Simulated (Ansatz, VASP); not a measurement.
# One calculation of Na, two programs

INCAR

```
PREC     = Accurate       # precision mode
ENCUT    = 520            # plane-wave cutoff, eV
EDIFF    = 1E-6           # SCF threshold, eV
ISMEAR   = -1             # smearing method
SIGMA    = 0.1            # smearing width, eV
LREAL    = F              # projectors in reciprocal space
LASPH    = T              # aspherical terms in the spheres
NELM     = 80             # most SCF steps
ALGO     = Normal         # electronic algorithm
ISIF     = 2              # what is computed and relaxed
LWAVE    = F              # write WAVECAR
LCHARG   = F              # write CHGCAR
GGA      = CA             # functional
NBANDS   = 18             # bands
```

File KPOINTS:

```
regular mesh
0
Gamma
  7 7 10
```

File POSCAR:

```
Na
1.0
    5.7369705068      0.0000000000      0.0000000000
   -2.8684852534      4.9683621996      0.0000000000
    0.0000000000      0.0000000000      3.3923624743
Na
3
Direct
    1.0000000000      1.0000000000      0.0000000000
    0.3333333333      0.6666666667      0.5000000000
    0.6666666667      0.3333333333      0.5000000000
```

Input for Ansatz:

```yaml
crystal:
  lattice:
    - [5.7369705068, 0.0, 0.0]
    - [-2.8684852534, 4.9683621996, 0.0]
    - [0.0, 0.0, 3.3923624743]
  atoms:
    - { symbol: Na, position: [1.0, 1.0, 0.0] }
    - { symbol: Na, position: [0.3333333333, 0.6666666667, 0.5] }
    - { symbol: Na, position: [0.6666666667, 0.3333333333, 0.5] }
hamiltonian:
  xc: lda
  pseudopotentials:
    kind: paw
    azcp:
      Na: "pseudopotentials/Na.paw.azcp"
basis:
  ecutwfc: 420
  fft_grid_basis: typed
kpoints:
  mp_grid: { grid: [7, 7, 10], shift: [0, 0, 0] }
magnetization:
  spin_polarized: false
scf:
  occupations: { method: fermi_dirac, width: 0.1 }
  lower_state_search: "off"
output:
  stress: true
  write_density: true
  write_potential: true
  elf: true
  volumetric_format: npy
```

Alike in both runs: task single point; functional LDA; k mesh 7 × 7 × 10; occupations fermi-dirac, width 0.1 eV; no spin polarisation.

```csv
,VASP,Ansatz
version,VASP 6.6.1,Ansatz 0.2.0
potentials or method,"VASP PAW LDA potentials, release 64 (Na_pv), cutoff 520 eV","plane waves (420 eV) with PAW, scalar-relativistic"
valence electrons in the cell,21,27
```

|  | VASP | Ansatz | Ansatz less VASP |
| --- | --- | --- | --- |
| pressure (GPa) | 0.4 | 0.4 | +0.02 |
| traceless stress, the component that is largest in VASP (GPa) | 0.13 | 0.13 | -0.002 |

Ansatz warns that its potentials were made for another functional, while VASP's fit it. LDA's correlation is that of Perdew and Zunger in VASP and of Perdew and Wang (1992) in Ansatz. VASP's potentials hold 21 valence electrons a cell and Ansatz's 27, so a difference there can come from the potentials and not from the codes.
